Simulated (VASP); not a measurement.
Wanted: the native input for a VASP 6.6.1 run.

```yaml
Task: single point
Functional: PBEsol
Potentials_or_basis: VASP PAW PBE potentials, release 64 (Ga_d, As)
Cutoff: 520 eV
k_mesh: 6 × 6 × 4
Occupations: methfessel-paxton, width 0.05 eV
Spin: no spin polarisation
Dipole_correction: no
Further_INCAR_settings: ALGO = Normal; EDIFF = 1e-07; NBANDS = 26
```

The structure of GaAs lies in POSCAR:

```
GaAs
1.0
    4.2497555350      0.0000000000      0.0000000000
   -2.1248777675      3.6803962531      0.0000000000
    0.0000000000      0.0000000000      5.7732406470
Ga As
2 2
Direct
    0.3333333333      0.6666666667      0.2500000000
    0.6666666667      0.3333333333      0.7500000000
    0.6666666667      0.3333333333      0.2500000000
    0.3333333333      0.6666666667      0.7500000000
```

The input as run:

INCAR

```
PREC = Accurate
ENCUT = 520
EDIFF = 1E-7
ISMEAR = 1
SIGMA = 0.05
LREAL = F
LASPH = T
NELM = 100
ALGO = Normal
ISIF = 2
LWAVE = F
LCHARG = F
GGA = PS
NBANDS = 26
```

KPOINTS

```
Automatic mesh
0
Gamma
  6 6 4
```

Potentials or basis: VASP PAW PBE potentials, release 64 (Ga_d, As).

Run with:

```sh
$ cat potpaw_PBE.64/Ga_d/POTCAR potpaw_PBE.64/As/POTCAR > POTCAR
$ mpirun -np 1 vasp_std > vasp.out
```

It gave:

The pressure is -0.4 GPa and the band gap on the k mesh is zero (band 18 reaches 4.07 eV, above the bottom of band 19 at 3.06 eV).

Caveat: the PAW data sets were made with another functional, which shifts forces and pressure a little.

Wall time 52 s on 1 thread of Intel Xeon 6975P-C, with other jobs on the host, peak memory 0.23 GiB.
